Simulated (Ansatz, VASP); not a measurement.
ZrB2 in VASP and in Ansatz

```
CELL_PARAMETERS angstrom
4.46895 0.00000 0.00000
-2.23447 3.87022 0.00000
0.00000 0.00000 4.70122
ATOMIC_POSITIONS crystal
Zr 0.33333 0.66667 0.00000
Zr 0.66667 0.33333 0.00000
B 0.33333 0.66667 0.50000
B 0.66667 0.33333 0.50000
B 0.00000 0.00000 0.82052
B 0.00000 0.00000 0.17948
```

Alike in both runs: functional PBE; k mesh 4 × 4 × 4; occupations gaussian, width 0.2 eV; no spin polarisation.

Ansatz relaxed the structure, and its values are those at the end. VASP's run is a single point on that final structure, the one shown.

|  | VASP | Ansatz |
| --- | --- | --- |
| version | VASP 6.6.1 | Ansatz 0.2.0 |
| potentials or method | VASP PAW PBE potentials, release 64 (Zr_sv, B), cutoff 500 eV | scalar-relativistic, plane waves, PAW |
| valence electrons in the cell | 36 | 36 |

```csv
,VASP,Ansatz,Ansatz less VASP
gap on the k mesh at the Fermi level (eV),none,none,-
pressure (GPa),0.3,0.1,-0.13
rms of the force components (eV/Å),0.005,0.001,-0.0039
```

A gap of «none» marks a metal or a gap that the smearing closes. With one functional, cell and mesh, what is left measures potentials, basis and numerics.

The k mesh is coarse, so the values compare programs but aren't converged.
